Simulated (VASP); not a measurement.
NdHf, 4 atoms in the cell. The structure is tetragonal, space group P4/nmm (No. 129). The conventional cell has a = 3.239 Å, b = 3.239 Å, c = 9.747 Å, α = 90.00°, β = 90.00°, γ = 90.00°. Within 4.3 Å of Nd (site symmetry 4mm) lie 8 Nd at 3.24 to 3.63 Å and 4 Hf at 3.35 Å. Within 4.0 Å of Hf (site symmetry 4mm) lie 8 Hf at 3.06 to 3.24 Å and 4 Nd at 3.35 Å. 

- Program: VASP 6.6.1
- Task: single point
- Functional: PBE
- Potentials or basis: VASP PAW PBE potentials, release 64 (Nd_3, Hf_pv), 4f in core
- Cutoff: 500 eV
- k mesh: 10 × 10 × 4
- Occupations: gaussian, width 0.1 eV
- Spin: no spin polarisation
- Dipole correction: no
- Further INCAR settings: ALGO = Normal; EDIFF = 1e-06; NBANDS = 29

Potentials or basis: VASP PAW PBE potentials, release 64 (Nd_3, Hf_pv), 4f in core.

The run is started by

```console
$ cat potpaw_PBE.64/Nd_3/POTCAR potpaw_PBE.64/Hf_pv/POTCAR > POTCAR
$ mpirun -np 1 vasp_std > vasp.out
```

Hardware: 1 thread of Intel(R) Xeon(R) 6975P-C (Granite Rapids), with other jobs on the host.

Q: How long does it take, and how much memory?

A: It took 65 s on 1 thread of Intel(R) Xeon(R) 6975P-C (Granite Rapids), with other jobs on the host, peak memory 0.3 GiB. Counts: scf iterations 15, k points 63.
